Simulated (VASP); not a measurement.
Sc:

```xyz
2
Lattice="3.3194 0.0000 0.0000 -1.6597 2.8747 0.0000 0.0000 0.0000 5.1843" Properties=species:S:1:pos:R:3 pbc="T T T"
Sc    0.0000    1.9164    1.2961
Sc    1.6597    0.9582    3.8882
```

Base run:

| Item | Value |
| --- | --- |
| Program | VASP 6.6.1 |
| Functional | PBE |
| Potentials or basis | VASP PAW PBE potentials, release 64 (Sc_sv) |
| Cutoff | 520 eV |
| k mesh | 11 × 11 × 6 |
| Occupations | fermi-dirac, width 0.2 eV |
| Spin | no spin polarisation |

Its results: band gap on the k mesh zero (bands 11 and 12 overlap by 1.46 eV); pressure 0.4 GPa.

Task: The run is repeated on the same cell with these changes: occupations from fermi-dirac, width 0.2 eV to fermi-dirac, width 0.03 eV. What comes out?

Result: Band gap on the k mesh zero (bands 11 and 12 overlap by 1.46 eV); pressure -0.2 GPa.
